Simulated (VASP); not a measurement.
# GaN in VASP: notebook

GaN is run at these levels: PBEsol; tasks: single point.

All numbers are computed with VASP 6.6.1; they aren't measurements. Logs are shortened: lines on timing, memory, paths and dates and some standing lists are left out, and cuts for length are marked.

## (1) The cell of the first run

Symmetry: C222_1, No. 20, orthorhombic system. The conventional cell has a = 4.438 Å, b = 4.498 Å, c = 4.438 Å, α = 90.00°, β = 90.00°, γ = 90.00°. Ga (site symmetry 2) has 4 N at 1.88 to 1.99 Å within 2.5 Å. Within 2.5 Å of N (site symmetry 2) lie 4 Ga at 1.88 to 1.99 Å.

## (2) Single point, PBEsol

The input, INCAR:

```
SYSTEM = GaN
  PREC = Accurate
  ENCUT = 520
  EDIFF = 1E-6
  ISMEAR = 0
  SIGMA = 0.05
  LREAL = .False.
  LASPH = .True.
  NELM = 100
  ALGO = Normal
  ISIF = 2
  LWAVE = .False.
  LCHARG = .False.
  GGA = PS
  NBANDS = 26
```

The input, KPOINTS:

```
Automatic mesh
0
Gamma
  8 8 6
  0 0 0
```

The input, POSCAR:

```
GaN
1.0
    0.0000000000     -2.2490913701     -2.2191784549
    0.0000000000      2.2490913701     -2.2191784549
    4.4383569097      0.0000000000      0.0000000000
Ga N
2 2
Direct
    0.4976558961      0.4976558961      0.5000000000
    0.0023441039      0.0023441039      0.0000000000
    0.0193411440      0.4806588560      0.2500000000
    0.4806588560      0.0193411440      0.7500000000
```

Potentials or basis: VASP PAW PBE potentials, release 64 (Ga_d, N).

Run with:

```
cat potpaw_PBE.64/Ga_d/POTCAR potpaw_PBE.64/N/POTCAR > POTCAR
mpirun -np 1 vasp_std > vasp.out
```

OUTCAR:

```text
SYSTEM = GaN
   PREC = Accurate
   ENCUT = 520
   EDIFF = 1E-6
   ISMEAR = 0
   LREAL = .False.
   LASPH = .True.
   NELM = 100
   ISIF = 2
   GGA = PS

 ion  position               nearest neighbor table
   1  0.498  0.498  0.500-   3 1.88   4 1.88   3 1.99   4 1.99
   2  0.002  0.002  0.000-   3 1.88   4 1.88   3 1.99   4 1.99
   3  0.019  0.481  0.250-   1 1.88   2 1.88   2 1.99   1 1.99
   4  0.481  0.019  0.750-   1 1.88   2 1.88   2 1.99   1 1.99

  LATTYP: Found a base centered orthorhombic cell.
 ALAT       =     4.4383569098
 B/A-ratio  =     1.0134792743
 C/A-ratio  =     1.0000000000

  Lattice vectors:

 A1 = (   0.0000000000,  -2.2490913701,  -2.2191784549)
 A2 = (   0.0000000000,   2.2490913701,  -2.2191784549)
 A3 = (   4.4383569097,   0.0000000000,   0.0000000000)

Analysis of symmetry for initial positions (statically):
=====================================================================
 Subroutine PRICEL returns:
 Original cell was already a primitive cell.

 Routine SETGRP: Setting up the symmetry group for a
 base centered orthorhombic supercell.

 Subroutine GETGRP returns: Found  4 space group operations
 (whereof  2 operations were pure point group operations)
 out of a pool of  8 trial point group operations.

The static configuration has the point symmetry C_2 .
 The point group associated with its full space group is D_2 .

Analysis of symmetry for dynamics (positions and initial velocities):
=====================================================================
 Subroutine PRICEL returns:
 Original cell was already a primitive cell.

 Routine SETGRP: Setting up the symmetry group for a
 base centered orthorhombic supercell.

 Subroutine GETGRP returns: Found  4 space group operations
 (whereof  2 operations were pure point group operations)
 out of a pool of  8 trial point group operations.

The dynamic configuration has the point symmetry C_2 .
 The point group associated with its full space group is D_2 .

 Subroutine INISYM returns: Found  4 space group operations
 (whereof  2 operations are pure point group operations),
 and found     1 'primitive' translations

----------------------------------------------------------------------------------------

                                     Primitive cell

  volume of cell :      44.3049

  direct lattice vectors                    reciprocal lattice vectors
     0.000000000 -2.249091370 -2.219178455     0.000000000 -0.222312000 -0.225308604
     0.000000000  2.249091370 -2.219178455     0.000000000  0.222312000 -0.225308604
     4.438356910  0.000000000  0.000000000     0.225308604  0.000000000  0.000000000

  length of vectors
     3.159614693  3.159614693  4.438356910     0.316522657  0.316522657  0.225308604

  position of ions in fractional coordinates (direct lattice)
     0.497655896  0.497655896  0.500000000
     0.002344104  0.002344104  0.000000000
     0.019341144  0.480658856  0.250000000
     0.480658856  0.019341144  0.750000000

  ion indices of the primitive-cell ions
   primitive index   ion index
                 1           1
                 2           2
                 3           3
                 4           4

----------------------------------------------------------------------------------------

 KPOINTS: Automatic mesh

Automatic generation of k-mesh.
 Grid dimensions read from file:
 generate k-points for:    8    8    6

 Generating k-lattice:

  Cartesian coordinates                     Fractional coordinates (reciprocal lattice)
     0.000000000 -0.027789000 -0.028163576     0.125000000  0.000000000  0.000000000
     0.000000000  0.027789000 -0.028163576     0.000000000  0.125000000  0.000000000
     0.037551434  0.000000000  0.000000000     0.000000000  0.000000000  0.166666667

  Length of vectors
     0.039565332  0.039565332  0.037551434

  Shift w.r.t. Gamma in fractional coordinates (k-lattice)
     0.000000000  0.000000000  0.000000000

 Subroutine IBZKPT returns following result:
 ===========================================

 Found     84 irreducible k-points:

 Following reciprocal coordinates:
            Coordinates               Weight
  0.000000  0.000000  0.000000      1.000000
  0.125000  0.000000  0.000000      4.000000
  0.250000  0.000000  0.000000      4.000000
  0.375000  0.000000  0.000000      4.000000
  0.500000  0.000000  0.000000      2.000000
  0.125000  0.125000  0.000000      2.000000
[... 16 lines left out ...]
  0.125000  0.000000  0.166667      8.000000
  0.250000  0.000000  0.166667      8.000000
 [... further k-points ...]
   k-points           NKPTS =     84   k-points in BZ     NKDIM =     84   number of bands    NBANDS=     26
   number of dos      NEDOS =    301   number of ions     NIONS =      4
   total plane-waves  NPLWV =  20736
   dimension x,y,z NGX =    24 NGY =   24 NGZ =   36
   dimension x,y,z NGXF=    48 NGYF=   48 NGZF=   72
   ions per type =               2   2
   NGX,Y,Z   is equivalent  to a cutoff of  12.63, 12.63, 13.48 a.u.
   NGXF,Y,Z  is equivalent  to a cutoff of  25.26, 25.26, 26.97 a.u.
 SYSTEM =  GaN
   PREC   = accura    normal or accurate (medium, high low for compatibility)
   ISTART =      0    job   : 0-new  1-cont  2-samecut
   ICHARG =      2    charge: 1-file 2-atom 10-const
   ISPIN  =      1    spin polarized calculation?
   LNONCOLLINEAR =      F non collinear calculations
   LSORBIT =      F    spin-orbit coupling
   LASPH  =      T    aspherical Exc in radial PAW
   ENCUT  =  520.0 eV  38.22 Ry    6.18 a.u.   5.87  5.87  8.25*2*pi/ulx,y,z
   NELM   =    100;   NELMIN=  2; NELMDL= -5     # of ELM steps
   EDIFF  = 0.1E-05   stopping-criterion for ELM
   LREAL  =      F    real-space projection
   EDIFFG = 0.1E-04   stopping-criterion for IOM
   NSW    =      0    number of steps for IOM
   IBRION =     -1    ionic relax: 0-MD 1-quasi-New 2-CG
   NFREE  =      0    steps in history (QN), initial steepest desc. (CG)
   ISIF   =      2    stress and relaxation
   ISYM   =      2    0-nonsym 1-usesym 2-fastsym
   POTIM  = 0.5000    time-step for ionic-motion
   TEBEG  =    0.0;   TEEND  =   0.0 temperature during run
   PSTRESS=    0.0 pullay stress
   NELECT =      36.0000    total number of electrons
   NUPDOWN=      -1.0000    fix difference up-down
   EMIN   =  10.00;   EMAX   =-10.00  energy-range for DOS
   EFERMI =   0.00;   METHOD = LEGACY
   ISMEAR =     0;   SIGMA  =   0.05  broadening in eV -4-tet -1-fermi 0-gaus
   EFERMI_NEDOS =   21; number of points for ismear=-14 and -15
   IALGO  =     38    algorithm
   IMIX   =      4    mixing-type and parameters
     AMIX     =   0.40;   BMIX     =  1.00
     AMIX_MAG =   1.60;   BMIX_MAG =  1.00
  volume/ion in A,a.u.               =      11.08        74.75
  Fermi-wavevector in a.u.,A,eV,Ry     =   1.527655  2.886848 31.752302  2.333728
  Thomas-Fermi vector in A             =   2.635521
   LORBIT       =      0    0 simple, 1 ext, 2 COOP (PROOUT), +10 PAW based schemes
   GGA     = PS    functional components
   LHFCALC =     F    Hartree Fock is set to
   AEXX    =    0.0000 exact exchange contribution
   IVDW    =     0    specifies the selected vdW correction
   LEPSILON=     F    determine dielectric tensor
   LRPA    =     F    only Hartree local field effects (RPA)
 non-spin polarized calculation
 Gauss-broadening in eV      SIGMA  =   0.05
  energy-cutoff  :      520.00
  volume of cell :       44.30
 maximum number of plane-waves:      1212
   NGX = 11   NGY = 11   NGZ = 17

 number of electron      35.9999963 magnetization

 Free energy of the ion-electron system (eV)
  ---------------------------------------------------
  ext. energy  EPLUGINS =         0.00000000
  ---------------------------------------------------
  free energy    TOTEN  =       -26.06270644 eV

  energy without entropy =      -26.06270644  energy(sigma->0) =      -26.06270644

 E-fermi :   5.8414     XC(G=0): -12.0772

 val. band max:        5.5565485957   @ k =   0.0000   0.0000   0.0000
 cond. band min:       7.3797661571   @ k =   0.0000   0.0000   0.0000
 fundamental gap:      1.8232175613
 Fermi energy:         5.8414290818

 k-point     1 :       0.0000    0.0000    0.0000
  band No.  band energies     occupation
      1     -10.7349      2.00000
      2      -9.4855      2.00000
      3      -7.9440      2.00000
      4      -7.9422      2.00000
      5      -7.9359      2.00000
      6      -7.8552      2.00000
[... 18 lines left out ...]
     25      17.8527      0.00000
     26      19.5259      0.00000

 k-point     2 :       0.1250    0.0000    0.0000
  band No.  band energies     occupation
      1     -10.6112      2.00000
      2      -9.4865      2.00000
      3      -7.9269      2.00000
      4      -7.9228      2.00000
      5      -7.9071      2.00000
      6      -7.8367      2.00000
[... 18 lines left out ...]
     25      17.6614      0.00000
     26      19.1609      0.00000

 k-point     3 :       0.2500    0.0000    0.0000
  band No.  band energies     occupation
      1     -10.2927      2.00000
      2      -9.4999      2.00000
      3      -7.8886      2.00000
      4      -7.8854      2.00000
      5      -7.8262      2.00000
      6      -7.7597      2.00000
[... 18 lines left out ...]
     25      17.1352      0.00000
     26      18.6246      0.00000

 k-point     4 :       0.3750    0.0000    0.0000
  band No.  band energies     occupation
      1      -9.9321      2.00000
      2      -9.5494      2.00000
      3      -7.8618      2.00000
      4      -7.8358      2.00000
      5      -7.8134      2.00000
      6      -7.7139      2.00000
[... 18 lines left out ...]
     25      16.8233      0.00000
     26      17.9020      0.00000
[... 496 lines left out ...]
      1     -10.6223      2.00000
      2      -9.5236      2.00000
      3      -7.9236      2.00000
      4      -7.9231      2.00000
      5      -7.9169      2.00000
      6      -7.8398      2.00000
[... 18 lines left out ...]
     25      17.6278      0.00000
     26      19.2312      0.00000

 k-point    23 :       0.1250    0.0000    0.1667
  band No.  band energies     occupation
      1     -10.5076      2.00000
      2      -9.5224      2.00000
      3      -7.9160      2.00000
      4      -7.9090      2.00000
      5      -7.8709      2.00000
      6      -7.8215      2.00000
[... 18 lines left out ...]
     25      17.2486      0.00000
     26      19.0203      0.00000

 k-point    24 :       0.2500    0.0000    0.1667
  band No.  band energies     occupation
      1     -10.2179      2.00000
      2      -9.5303      2.00000
      3      -7.8835      2.00000
      4      -7.8792      2.00000
      5      -7.8185      2.00000
      6      -7.7174      2.00000
[... 18 lines left out ...]
     25      16.8159      0.00000
     26      18.3311      0.00000

 [... further k-points ...]

------------------------ aborting loop because EDIFF is reached ----------------------------------------

  FORCE on cell =-STRESS in cart. coord.  units (eV):
  Direction    XX          YY          ZZ          XY          YZ          ZX
  --------------------------------------------------------------------------------------
  -------------------------------------------------------------------------------------
  Total        2.1910054      1.2192387      1.9735168      0.0000000      0.0000000      0.0000000
  in kB       79.2323403     44.0907809     71.3673989      0.0000000      0.0000000      0.0000000
  external PRESSURE =      64.8968400 kB  Pullay stress =       0.0000000 kB

 VOLUME and BASIS-vectors are now :
 -----------------------------------------------------------------------------
  energy-cutoff  :      520.00
  volume of cell :       44.30
      direct lattice vectors                 reciprocal lattice vectors
     0.000000000 -2.249091370 -2.219178455     0.000000000 -0.222312000 -0.225308604
     0.000000000  2.249091370 -2.219178455     0.000000000  0.222312000 -0.225308604
     4.438356910  0.000000000  0.000000000     0.225308604  0.000000000  0.000000000

 POSITION                                       TOTAL-FORCE (eV/Angst)
 -----------------------------------------------------------------------------------
      2.21918      0.00000     -2.20877         0.000000      0.000000     -1.096625
      0.00000      0.00000     -0.01040         0.000000      0.000000      1.096625
      1.10959      1.03755     -1.10959        -0.000000      1.724681      0.000000
      3.32877     -1.03755     -1.10959         0.000000     -1.724681      0.000000
 -----------------------------------------------------------------------------------
    total drift:                               -0.000000      0.000000     -0.000000

  FREE ENERGIE OF THE ION-ELECTRON SYSTEM (eV)
  ---------------------------------------------------
  free  energy   TOTEN  =       -26.0627064370 eV

  energy  without entropy=      -26.0627064370  energy(sigma->0) =      -26.06270644
```

It took 42 s on 1 thread of AMD EPYC 9R45 (Zen 5), shared host; peak memory 0.18 GiB.

What came out:

| Item | Value |
| --- | --- |
| Free energy | -26.0627 eV |
| Pressure | 6.5 GPa |
| Largest force | 1.725 eV/Å |
| Band gap on the k mesh | 1.82 eV |

Forces on the atoms (eV/Å):
```
Ga   0.000  0.000 -1.097
Ga   0.000  0.000  1.097
N    0.000  1.725  0.000
N    0.000 -1.725  0.000
```

Stress tensor (GPa, compression positive):
```
7.92 0.00 0.00
0.00 4.41 0.00
0.00 0.00 7.14
```

Caveat: the PAW data sets were made with another functional, which shifts forces and pressure a little. As with any semilocal functional, this PBEsol gap is likely too small.

## (3) Single point, PBEsol

The input, INCAR:

```
PREC = Accurate ; ENCUT = 520
EDIFF = 1E-6 ; ISMEAR = 0
SIGMA = 0.05 ; LREAL = F
LASPH = T ; NELM = 60
ALGO = Normal ; ISIF = 2
LWAVE = F ; LCHARG = F
GGA = PS ; NBANDS = 26
```

The input, KPOINTS:

```
regular mesh
0
Gamma
  8 8 6
```

The input, POSCAR:

```
GaN
1.0
    0.0000000000     -2.2490913701     -2.2191784549
    0.0000000000      2.2490913701     -2.2191784549
    4.4383569097      0.0000000000      0.0000000000
Ga N
2 2
Direct
    0.5000000000      0.5000000000      0.5000000000
    0.0000000000      0.0000000000      0.0000000000
    0.0000000000      0.5000000000      0.2500000000
    0.5000000000      0.0000000000      0.7500000000
```

Potentials or basis: VASP PAW PBE potentials, release 64 (Ga_d, N).

Run with:

```
cat potpaw_PBE.64/Ga_d/POTCAR potpaw_PBE.64/N/POTCAR > POTCAR
mpirun -np 1 vasp_std > vasp.out
```

Run time: 44 s. Hardware: 1 thread of AMD EPYC 9R45 (Zen 5), shared host; peak memory 0.18 GiB.

Results (log left out):

```yaml
Free_energy: -26.2242 eV
Pressure: 5.1 GPa
Band_gap_on_the_k_mesh: 1.87 eV
```

Stress tensor (GPa, compression positive):
```
5.66 0.00 0.00
0.00 3.98 0.00
0.00 0.00 5.67
```

Levels at points of the mesh, in eV from the valence-band top:
```
           k point  band 15  band 16  band 17  band 18  band 19  band 20  band 21  band 22
(0.00, 0.00, 0.00)    -2.90    -0.07     0.00     0.00     1.87     3.18     6.65    10.37
(0.50, 0.00, 0.00)    -3.42    -3.42    -1.14    -1.14     6.64     6.64     7.44     7.44
(0.50, 0.50, 0.00)    -2.91    -2.90    -2.80    -2.80     3.18     3.27     6.65     6.87
(0.00, 0.00, 0.50)    -1.63    -1.63    -1.60    -1.60     4.61     4.61     7.47     7.47
(0.50, 0.00, 0.50)    -1.09    -1.09    -0.99    -0.99     4.76     4.76     8.77     8.77
(0.50, 0.50, 0.50)    -3.91    -3.91    -3.89    -3.89     6.20     6.20     8.67     8.67
```

Caveat: the PAW data sets were made with another functional, which shifts forces and pressure a little.

(Part 1 of 2 ends here.)
